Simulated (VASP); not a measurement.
# Hf7N8 (a cell with a defect) in VASP: single point with r2SCAN

Aim: the single point of Hf7N8 (a cell with a defect) with r2SCAN.

Program: VASP 6.6.1. These are calculated values, not measurements. Logs are shortened: lines on timing, memory, paths and dates and some standing lists are left out, and cuts for length are marked.

## 1. The cell of the first run

The cell holds a defect, 15 atoms: a = 6.943 Å, b = 6.943 Å, c = 6.943 Å, α = 60.00°, β = 60.00°, γ = 60.00°.

## 2. Single point, r2SCAN

Input file POSCAR:

```
Hf7N8
1.0
    0.0000000000      4.9096440000      4.9096440000
    4.9096440000      0.0000000000      4.9096440000
    4.9096440000      4.9096440000      0.0000000000
N Hf
8 7
Direct
    0.3750000000      0.3750000000      0.3750000000
    0.3750000000      0.3750000000      0.8750000000
    0.3750000000      0.8750000000      0.3750000000
    0.3750000000      0.8750000000      0.8750000000
    0.8750000000      0.3750000000      0.3750000000
    0.8750000000      0.3750000000      0.8750000000
    0.8750000000      0.8750000000      0.3750000000
    0.8750000000      0.8750000000      0.8750000000
    0.0000000000      0.0000000000      0.5000000000
    0.0000000000      0.5000000000      0.0000000000
    0.0000000000      0.5000000000      0.5000000000
    0.5000000000      0.0000000000      0.0000000000
    0.5000000000      0.0000000000      0.5000000000
    0.5000000000      0.5000000000      0.0000000000
    0.5000000000      0.5000000000      0.5000000000
```

Input file INCAR.step1:

```
SYSTEM = Hf7N8
ALGO = Normal
EDIFF = 1E-5
ENCUT = 580
GGA = PE
GGA_COMPAT = .False.
ISMEAR = -1
LASPH = .True.
LCHARG = .False.
LREAL = .False.
LWAVE = .True.
NBANDS = 68
NELM = 120
PREC = Accurate
SIGMA = 0.1
```

Input file INCAR.step2:

```
SYSTEM = Hf7N8
ALGO = Normal
EDIFF = 1E-6
ENCUT = 580
GGA_COMPAT = .False.
ISIF = 2
ISMEAR = -1
ISTART = 1
LASPH = .True.
LCHARG = .False.
LMIXTAU = .True.
LREAL = .False.
LWAVE = .False.
METAGGA = R2SCAN
NBANDS = 68
NELM = 120
PREC = Accurate
SIGMA = 0.1
```

Input file KPOINTS:

```
k-points
0
Gamma
  3 3 3
  0 0 0
```

Potentials or basis: VASP PAW PBE potentials, release 64 (N, Hf_pv).

Launch:

```sh
cat potpaw_PBE.64/N/POTCAR potpaw_PBE.64/Hf_pv/POTCAR > POTCAR
cp INCAR.step1 INCAR
mpirun -np 1 vasp_std > vasp.out
cp INCAR.step2 INCAR
mpirun -np 1 vasp_std > vasp.out
```

OUTCAR:

```text
SYSTEM = Hf7N8
   EDIFF = 1E-6
   ENCUT = 580
   ISIF = 2
   ISMEAR = -1
   ISTART = 1
   LASPH = .True.
   LREAL = .False.
   METAGGA = R2SCAN
   NELM = 120
   PREC = Accurate

 ion  position               nearest neighbor table
   1  0.375  0.375  0.375-  11 2.13  13 2.13  14 2.13  15 2.13
   2  0.375  0.375  0.875-  10 2.13  12 2.13  14 2.13  15 2.13
   3  0.375  0.875  0.375-   9 2.13  12 2.13  13 2.13  15 2.13
   4  0.375  0.875  0.875-  12 2.13  13 2.13  14 2.13
   5  0.875  0.375  0.375-   9 2.13  10 2.13  11 2.13  15 2.13
   6  0.875  0.375  0.875-  10 2.13  11 2.13  14 2.13
   7  0.875  0.875  0.375-   9 2.13  11 2.13  13 2.13
   8  0.875  0.875  0.875-   9 2.13  10 2.13  12 2.13
   9  0.000  0.000  0.500-   3 2.13   5 2.13   7 2.13   8 2.13  11 3.47  13 3.47  10 3.47  12 3.47
                            10 3.47  11 3.47  15 3.47  12 3.47  13 3.47  15 3.47
  10  0.000  0.500  0.000-   2 2.13   5 2.13   6 2.13   8 2.13  11 3.47  14 3.47   9 3.47  11 3.47
                            15 3.47   9 3.47  12 3.47  12 3.47  14 3.47  15 3.47
  11  0.000  0.500  0.500-   1 2.13   5 2.13   6 2.13   7 2.13   9 3.47  10 3.47  15 3.47  10 3.47
                            14 3.47   9 3.47  13 3.47  13 3.47  14 3.47  15 3.47
  12  0.500  0.000  0.000-   2 2.13   3 2.13   4 2.13   8 2.13  13 3.47  14 3.47   9 3.47  13 3.47
                            15 3.47  10 3.47  14 3.47  15 3.47   9 3.47  10 3.47
  13  0.500  0.000  0.500-   1 2.13   3 2.13   4 2.13   7 2.13   9 3.47  12 3.47  15 3.47  12 3.47
                            14 3.47  11 3.47  14 3.47  15 3.47   9 3.47  11 3.47
  14  0.500  0.500  0.000-   1 2.13   2 2.13   4 2.13   6 2.13  10 3.47  12 3.47  15 3.47  11 3.47
                            13 3.47  15 3.47  12 3.47  13 3.47  10 3.47  11 3.47
  15  0.500  0.500  0.500-   1 2.13   2 2.13   3 2.13   5 2.13  11 3.47  13 3.47  14 3.47  10 3.47
                            12 3.47  14 3.47   9 3.47  12 3.47  13 3.47   9 3.47  10 3.47  11 3.47

  LATTYP: Found a face centered cubic cell.
 ALAT       =     9.8192880000

  Lattice vectors:

 A1 = (   0.0000000000,   4.9096440000,   4.9096440000)
 A2 = (   4.9096440000,   0.0000000000,   4.9096440000)
 A3 = (   4.9096440000,   4.9096440000,   0.0000000000)

Analysis of symmetry for initial positions (statically):
=====================================================================
 Subroutine PRICEL returns:
 Original cell was already a primitive cell.

 Routine SETGRP: Setting up the symmetry group for a
 face centered cubic supercell.

 Subroutine GETGRP returns: Found 24 space group operations
[... 139 lines left out ...]
   IALGO  =     38    algorithm
   IMIX   =      4    mixing-type and parameters
     AMIX     =   0.40;   BMIX     =  1.00
     AMIX_MAG =   1.60;   BMIX_MAG =  1.00
  volume/ion in A,a.u.               =      15.78       106.48
  Fermi-wavevector in a.u.,A,eV,Ry     =   1.268077  2.396319 21.878441  1.608020
  Thomas-Fermi vector in A             =   2.401191
   LORBIT       =      0    0 simple, 1 ext, 2 COOP (PROOUT), +10 PAW based schemes
   METAGGA = R2SCAN    functional components
   LHFCALC =     F    Hartree Fock is set to
   AEXX    =    0.0000 exact exchange contribution
   IVDW    =     0    specifies the selected vdW correction
   LEPSILON=     F    determine dielectric tensor
   LRPA    =     F    only Hartree local field effects (RPA)
 non-spin polarized calculation
  energy-cutoff  :      580.00
  volume of cell :      236.69
 maximum number of plane-waves:      7583
 NGX is ok and might be reduce to    54
   NGX = 27   NGY = 27   NGZ = 27

 number of electron     110.0000007 magnetization

 Free energy of the ion-electron system (eV)
  ---------------------------------------------------
  ext. energy  EPLUGINS =         0.00000000
  ---------------------------------------------------
  free energy    TOTEN  =      -412.00539855 eV

  energy without entropy =     -411.75588671  energy(sigma->0) =     -411.88064263

 E-fermi :   4.4855     XC(G=0): -11.2794

 val. band max:        4.4731940587   @ k =   0.3333   0.3333   0.0000
 cond. band min:       4.5248315465   @ k =  -0.3333   0.3333   0.0000
 fundamental gap:      0.0516374879
 Fermi energy:         4.4854505627

 k-point     1 :       0.0000    0.0000    0.0000
  band No.  band energies     occupation
      1     -28.2415      2.00000
      2     -28.2415      2.00000
      3     -28.2415      2.00000
      4     -28.1471      2.00000
      5     -28.0128      2.00000
      6     -28.0128      2.00000
[... 269 lines left out ...]
     66       7.5464      0.00000
     67       7.6161      0.00000
 [bands above 67 left out]

------------------------ aborting loop because EDIFF is reached ----------------------------------------

  FORCE on cell =-STRESS in cart. coord.  units (eV):
  Direction    XX          YY          ZZ          XY          YZ          ZX
  --------------------------------------------------------------------------------------
  -------------------------------------------------------------------------------------
  Total      -12.0324667    -12.0324667    -12.0324667      0.0000000      0.0000000     -0.0000000
  in kB      -81.4489047    -81.4489047    -81.4489047      0.0000000      0.0000000     -0.0000000
  external PRESSURE =     -81.4489047 kB  Pullay stress =       0.0000000 kB

 VOLUME and BASIS-vectors are now :
 -----------------------------------------------------------------------------
  energy-cutoff  :      580.00
  volume of cell :      236.69
      direct lattice vectors                 reciprocal lattice vectors
     0.000000000  4.909644000  4.909644000    -0.101840378  0.101840378  0.101840378
     4.909644000  0.000000000  4.909644000     0.101840378 -0.101840378  0.101840378
     4.909644000  4.909644000  0.000000000     0.101840378  0.101840378 -0.101840378

 POSITION                                       TOTAL-FORCE (eV/Angst)
 -----------------------------------------------------------------------------------
      3.68223      3.68223      3.68223        -0.238481     -0.238481     -0.238481
      6.13706      6.13706      3.68223         0.238481      0.238481     -0.238481
      6.13706      3.68223      6.13706         0.238481     -0.238481      0.238481
      8.59188      6.13706      6.13706        -0.988418      0.988418      0.988418
      3.68223      6.13706      6.13706        -0.238481      0.238481      0.238481
      6.13706      8.59188      6.13706         0.988418     -0.988418      0.988418
      6.13706      6.13706      8.59188         0.988418      0.988418     -0.988418
      8.59188      8.59188      8.59188        -0.988418     -0.988418     -0.988418
      2.45482      2.45482      0.00000        -0.000000     -0.000000     -2.332762
      2.45482      0.00000      2.45482        -0.000000     -2.332762     -0.000000
      4.90964      2.45482      2.45482         2.332762     -0.000000     -0.000000
      0.00000      2.45482      2.45482        -2.332762     -0.000000     -0.000000
      2.45482      4.90964      2.45482        -0.000000      2.332762     -0.000000
      2.45482      2.45482      4.90964        -0.000000     -0.000000      2.332762
      4.90964      4.90964      4.90964        -0.000000     -0.000000     -0.000000
 -----------------------------------------------------------------------------------
    total drift:                                0.000002      0.000002      0.000001

  FREE ENERGIE OF THE ION-ELECTRON SYSTEM (eV)
  ---------------------------------------------------
  free  energy   TOTEN  =      -412.0053985521 eV

  energy  without entropy=     -411.7558867067  energy(sigma->0) =     -411.88064263
```

OUTCAR.step1:

```text
SYSTEM = Hf7N8
   EDIFF = 1E-5
   ENCUT = 580
   GGA = PE
   ISMEAR = -1
   LASPH = .True.
[... 537 lines left out ...]
      2.45482      4.90964      2.45482        -0.000000      2.111084     -0.000000
      2.45482      2.45482      4.90964        -0.000000     -0.000000      2.111084
      4.90964      4.90964      4.90964        -0.000000     -0.000000     -0.000000
 -----------------------------------------------------------------------------------
    total drift:                                0.000002      0.000002      0.000001

  FREE ENERGIE OF THE ION-ELECTRON SYSTEM (eV)
  ---------------------------------------------------
  free  energy   TOTEN  =      -155.8043540302 eV

  energy  without entropy=     -155.5380869728  energy(sigma->0) =     -155.67122050
```

Wall time 8.1 min (1 thread of Intel Xeon Platinum 8259CL at 2.50GHz (Skylake/Cascade Lake), shared host); peak memory 0.48 GiB.

What came out:

```yaml
Free_energy: -412.0054 eV
Pressure: -8.1 GPa
Largest_force: 2.333 eV/Å
Band_gap_on_the_k_mesh: zero (bands 55 and 56 overlap by 0.30 eV)
```

Forces on the atoms (eV/Å):
```
N   -0.238 -0.238 -0.238
N    0.238  0.238 -0.238
N    0.238 -0.238  0.238
N   -0.988  0.988  0.988
N   -0.238  0.238  0.238
N    0.988 -0.988  0.988
N    0.988  0.988 -0.988
N   -0.988 -0.988 -0.988
Hf   0.000  0.000 -2.333
Hf   0.000 -2.333  0.000
Hf   2.333  0.000  0.000
Hf  -2.333  0.000  0.000
Hf   0.000  2.333  0.000
Hf   0.000  0.000  2.333
Hf   0.000  0.000  0.000
```

Levels at points of the mesh, in eV from the Fermi level:
```
           k point  band 53  band 54  band 55  band 56  band 57  band 58  band 59  band 60
(0.00, 0.00, 0.00)    -2.22    -0.26    -0.26    -0.26     0.23     2.17     2.62     2.62
```

Caveat: the k points lie up to 0.37 Å⁻¹ apart; the PAW data sets were made with another functional, which shifts forces and pressure a little; spin-orbit coupling is left out, which moves the levels of the heavy elements.

The gap in the log of VASP goes by the Fermi energy; the results here count the filled bands.